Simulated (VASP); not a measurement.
Wanted: the native input for a VASP 6.6.1 run.

- Task: single point
- Functional: LDA
- Potentials or basis: VASP PAW LDA potentials, release 64 (Sr_sv, O)
- Cutoff: 520 eV
- k mesh: 9 × 9 × 8
- Occupations: gaussian, width 0.05 eV
- Spin: no spin polarisation
- Dipole correction: no
- Further INCAR settings: ALGO = Normal; EDIFF = 1e-06; NBANDS = 24

The structure of SrO lies in POSCAR:

```
SrO
1.0
    0.0000000000     -2.4688803779     -2.4688803779
   -2.4688803779      0.0000000000     -2.4688803779
    2.4688803779      2.4688803779     -4.9377607559
Sr O
2 2
Direct
   -0.0024517324     -0.0024517324     -0.0024517324
    0.4975482676      0.4975482676      0.4975482676
    0.7634271390      0.7634271390      0.7634271390
    0.2634271390      0.2634271390      0.2634271390
```

These files were run (other wordings do the same):

INCAR

```
SYSTEM = SrO
PREC     = Accurate       ! precision mode
ENCUT    = 520            ! plane-wave cutoff, eV
EDIFF    = 1E-6           ! SCF threshold, eV
ISMEAR   = 0              ! smearing method
SIGMA    = 0.05           ! smearing width, eV
LREAL    = .FALSE.        ! projectors in reciprocal space
LASPH    = .TRUE.         ! aspherical terms in the spheres
NELM     = 60             ! most SCF steps
ALGO     = Normal         ! electronic algorithm
ISIF     = 2              ! what is computed and relaxed
LWAVE    = .FALSE.        ! write WAVECAR
LCHARG   = .FALSE.        ! write CHGCAR
GGA      = CA             ! functional
NBANDS   = 24             ! bands
```

KPOINTS

```
regular mesh
0
G
  9 9 8
  0 0 0
```

Potentials or basis: VASP PAW LDA potentials, release 64 (Sr_sv, O).

Run with:

```bash
$ cat potpaw_LDA.64/Sr_sv/POTCAR potpaw_LDA.64/O/POTCAR > POTCAR
$ mpirun -np 1 vasp_std > vasp.out
```

Results of the run:

- Pressure: 11.5 GPa
- Largest force: 0.687 eV/Å
- Band gap on the k mesh: 3.03 eV

Wall time 110 s on 1 thread of Intel(R) Xeon(R) 6975P-C (Granite Rapids) (shared host), peak memory 0.33 GiB.
